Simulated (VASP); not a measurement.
# ScPd3 (Pm-3m) in VASP: single point with LDA

Aim: the single point of ScPd3 with LDA.

Program: VASP 6.6.1. These are calculated values, not measurements. Logs are shortened: lines on timing, memory, paths and dates and some standing lists are left out, and cuts for length are marked.

## (1) The cell of the first run

Symmetry: Pm-3m, No. 221, cubic system. The conventional cell has a = 3.982 Å, b = 3.982 Å, c = 3.982 Å, α = 90.00°, β = 90.00°, γ = 90.00°. Within 3.7 Å of Sc (site symmetry m-3m) lie 12 Pd at 2.82 Å. Pd (site symmetry 4/mmm) has 4 Sc at 2.82 Å and 8 Pd at 2.82 Å within 3.7 Å.

## (2) Single point, LDA

Contents of INCAR:

```
ALGO = Normal
EDIFF = 1E-7
ENCUT = 520
ISIF = 2
ISMEAR = 1
LASPH = T
LCHARG = T
LELF = T
LREAL = F
LVHAR = T
LWAVE = F
NBANDS = 28
NELM = 80
PREC = Accurate
SIGMA = 0.02
```

Contents of KPOINTS:

```
Automatic mesh
0
Gamma
  7 7 7
  0.5 0.5 0.5
```

Contents of POSCAR:

```
ScPd3
1.0
    3.9820000000      0.0000000000      0.0000000000
    0.0000000000      3.9820000000      0.0000000000
    0.0000000000      0.0000000000      3.9820000000
Sc Pd
1 3
Direct
    0.0000000000      0.0000000000      0.0000000000
    0.0000000000      0.5000000000      0.5000000000
    0.5000000000      0.0000000000      0.5000000000
    0.5000000000      0.5000000000      0.0000000000
```

Potentials or basis: VASP PAW LDA potentials, release 64 (Sc_sv, Pd).

Launch:

```
$ cat potpaw_LDA.64/Sc_sv/POTCAR potpaw_LDA.64/Pd/POTCAR > POTCAR
$ mpirun -np 1 vasp_std > vasp.out
```

OUTCAR:

```text
EDIFF = 1E-7
   ENCUT = 520
   ISIF = 2
   ISMEAR = 1
   LASPH = T
   LREAL = F
   NELM = 80
   PREC = Accurate

 ion  position               nearest neighbor table
   1  0.000  0.000  0.000-   2 2.82   3 2.82   4 2.82   2 2.82   3 2.82   2 2.82   4 2.82   2 2.82
                             3 2.82   4 2.82   3 2.82   4 2.82
   2  0.000  0.500  0.500-   1 2.82   3 2.82   4 2.82   1 2.82   4 2.82   1 2.82   3 2.82   1 2.82
                             3 2.82   4 2.82   4 2.82   3 2.82
   3  0.500  0.000  0.500-   1 2.82   2 2.82   4 2.82   1 2.82   4 2.82   2 2.82   4 2.82   4 2.82
                             1 2.82   2 2.82   1 2.82   2 2.82
   4  0.500  0.500  0.000-   1 2.82   2 2.82   3 2.82   2 2.82   3 2.82   1 2.82   3 2.82   3 2.82
                             1 2.82   2 2.82   2 2.82   1 2.82

  LATTYP: Found a simple cubic cell.
 ALAT       =     3.9820000000

  Lattice vectors:

 A1 = (   3.9820000000,   0.0000000000,   0.0000000000)
 A2 = (   0.0000000000,   3.9820000000,   0.0000000000)
 A3 = (   0.0000000000,   0.0000000000,   3.9820000000)

Analysis of symmetry for initial positions (statically):
=====================================================================
 Subroutine PRICEL returns:
 Original cell was already a primitive cell.

 Routine SETGRP: Setting up the symmetry group for a
 simple cubic supercell.

 Subroutine GETGRP returns: Found 48 space group operations
 (whereof 48 operations were pure point group operations)
 out of a pool of 48 trial point group operations.

The static configuration has the point symmetry O_h .

Analysis of symmetry for dynamics (positions and initial velocities):
=====================================================================
 Subroutine PRICEL returns:
 Original cell was already a primitive cell.

 Routine SETGRP: Setting up the symmetry group for a
 simple cubic supercell.

 Subroutine GETGRP returns: Found 48 space group operations
 (whereof 48 operations were pure point group operations)
 out of a pool of 48 trial point group operations.

The dynamic configuration has the point symmetry O_h .

 Subroutine INISYM returns: Found 48 space group operations
 (whereof 48 operations are pure point group operations),
 and found     1 'primitive' translations

----------------------------------------------------------------------------------------

[... 89 lines left out ...]
   ENCUT  =  520.0 eV  38.22 Ry    6.18 a.u.   7.40  7.40  7.40*2*pi/ulx,y,z
   NELM   =     80;   NELMIN=  2; NELMDL= -5     # of ELM steps
   EDIFF  = 0.1E-06   stopping-criterion for ELM
   LREAL  =      F    real-space projection
   EDIFFG = 0.1E-05   stopping-criterion for IOM
   NSW    =      0    number of steps for IOM
   IBRION =     -1    ionic relax: 0-MD 1-quasi-New 2-CG
   NFREE  =      0    steps in history (QN), initial steepest desc. (CG)
   ISIF   =      2    stress and relaxation
   ISYM   =      2    0-nonsym 1-usesym 2-fastsym
   POTIM  = 0.5000    time-step for ionic-motion
   TEBEG  =    0.0;   TEEND  =   0.0 temperature during run
   PSTRESS=    0.0 pullay stress
   NELECT =      41.0000    total number of electrons
   NUPDOWN=      -1.0000    fix difference up-down
   EMIN   =  10.00;   EMAX   =-10.00  energy-range for DOS
   EFERMI =   0.00;   METHOD = LEGACY
   ISMEAR =     1;   SIGMA  =   0.02  broadening in eV -4-tet -1-fermi 0-gaus
   EFERMI_NEDOS =   21; number of points for ismear=-14 and -15
   IALGO  =     38    algorithm
   IMIX   =      4    mixing-type and parameters
     AMIX     =   0.40;   BMIX     =  1.00
     AMIX_MAG =   1.60;   BMIX_MAG =  1.00
  volume/ion in A,a.u.               =      15.78       106.52
  Fermi-wavevector in a.u.,A,eV,Ry     =   1.417647  2.678965 27.343953  2.009724
  Thomas-Fermi vector in A             =   2.538856
   LORBIT       =      0    0 simple, 1 ext, 2 COOP (PROOUT), +10 PAW based schemes
   GGA     = CA    functional components
   LHFCALC =     F    Hartree Fock is set to
   AEXX    =    0.0000 exact exchange contribution
   IVDW    =     0    specifies the selected vdW correction
   LEPSILON=     F    determine dielectric tensor
   LRPA    =     F    only Hartree local field effects (RPA)
 non-spin polarized calculation
 Methfessel and Paxton  Order N= 1 SIGMA  =   0.02
  energy-cutoff  :      520.00
  volume of cell :       63.14
 maximum number of plane-waves:      1736
 NGX is ok and might be reduce to    30
   NGX = 15   NGY = 15   NGZ = 15

 number of electron      40.9999986 magnetization

 Free energy of the ion-electron system (eV)
  ---------------------------------------------------
  ext. energy  EPLUGINS =         0.00000000
  ---------------------------------------------------
  free energy    TOTEN  =       -29.63856143 eV

  energy without entropy =      -29.63872664  energy(sigma->0) =      -29.63861650

 E-fermi :   8.2064     XC(G=0): -12.8598

 val. band max:        8.1884910821   @ k =   0.3571   0.0714   0.0714
 cond. band min:       8.2108538896   @ k =   0.5000   0.5000   0.3571
 fundamental gap:      0.0223628075
 Fermi energy:         8.2063885382

 k-point     1 :       0.0714    0.0714    0.0714
  band No.  band energies     occupation
      1     -40.4365      2.00000
      2     -19.4126      2.00000
      3     -19.4106      2.00000
      4     -19.4106      2.00000
      5       1.6871      2.00000
      6       3.4065      2.00000
[... 609 lines left out ...]
     27      11.7490      0.00000
     28      11.7490      0.00000

------------------------ aborting loop because EDIFF is reached ----------------------------------------

  FORCE on cell =-STRESS in cart. coord.  units (eV):
  Direction    XX          YY          ZZ          XY          YZ          ZX
  --------------------------------------------------------------------------------------
  -------------------------------------------------------------------------------------
  Total       -3.5796787     -3.5796787     -3.5796787     -0.0000000      0.0000000      0.0000000
  in kB      -90.8345072    -90.8345072    -90.8345072     -0.0000000      0.0000000      0.0000000
  external PRESSURE =     -90.8345072 kB  Pullay stress =       0.0000000 kB

 VOLUME and BASIS-vectors are now :
 -----------------------------------------------------------------------------
  energy-cutoff  :      520.00
  volume of cell :       63.14
      direct lattice vectors                 reciprocal lattice vectors
     3.982000000  0.000000000  0.000000000     0.251130085  0.000000000  0.000000000
     0.000000000  3.982000000  0.000000000     0.000000000  0.251130085  0.000000000
     0.000000000  0.000000000  3.982000000     0.000000000  0.000000000  0.251130085

 POSITION                                       TOTAL-FORCE (eV/Angst)
 -----------------------------------------------------------------------------------
      0.00000      0.00000      0.00000         0.000000      0.000000      0.000000
      0.00000      1.99100      1.99100         0.000000      0.000000      0.000000
      1.99100      0.00000      1.99100         0.000000      0.000000      0.000000
      1.99100      1.99100      0.00000         0.000000      0.000000      0.000000
 -----------------------------------------------------------------------------------
    total drift:                                0.000000      0.000000     -0.000000

  FREE ENERGIE OF THE ION-ELECTRON SYSTEM (eV)
  ---------------------------------------------------
  free  energy   TOTEN  =       -29.6385614264 eV

  energy  without entropy=      -29.6387266414  energy(sigma->0) =      -29.63861650
```

OSZICAR:

```text
N       E                     dE             d eps       ncg     rms          rms(c)
DAV:   1     0.371360287394E+03    0.37136E+03   -0.18895E+04  1120   0.154E+03
DAV:   2     0.335579575455E+00   -0.37102E+03   -0.35988E+03  1136   0.434E+02
DAV:   3    -0.303910964870E+02   -0.30727E+02   -0.28037E+02  1724   0.114E+02
DAV:   4    -0.316530598620E+02   -0.12620E+01   -0.12479E+01  1724   0.284E+01
DAV:   5    -0.316588134698E+02   -0.57536E-02   -0.57502E-02  1460   0.156E+00    0.129E+01
DAV:   6    -0.298862978660E+02    0.17725E+01   -0.33617E+00  1676   0.196E+01    0.496E+00
DAV:   7    -0.297132745147E+02    0.17302E+00   -0.61998E-01  1672   0.996E+00    0.248E+00
DAV:   8    -0.296539442411E+02    0.59330E-01   -0.14914E-01  1716   0.413E+00    0.156E+00
DAV:   9    -0.296393450783E+02    0.14599E-01   -0.25032E-02  1284   0.139E+00    0.228E-01
DAV:  10    -0.296385937838E+02    0.75129E-03   -0.27609E-03  1548   0.634E-01    0.964E-02
DAV:  11    -0.296385623985E+02    0.31385E-04   -0.22920E-04  1400   0.107E-01    0.227E-02
DAV:  12    -0.296385622920E+02    0.10651E-06   -0.89229E-06  1896   0.225E-02    0.110E-02
DAV:  13    -0.296385614854E+02    0.80663E-06   -0.32645E-06  1748   0.165E-02    0.482E-03
DAV:  14    -0.296385614264E+02    0.59006E-07   -0.17989E-07   904   0.460E-03
   1 F= -.29638561E+02 E0= -.29638616E+02  d E =0.165215E-03
```

It took 22 s on 1 thread of AMD EPYC 7R13 (Zen 3), shared host; peak memory 0.13 GiB.

Results:

```yaml
Free_energy: -29.6386 eV
Pressure: -9.1 GPa
```
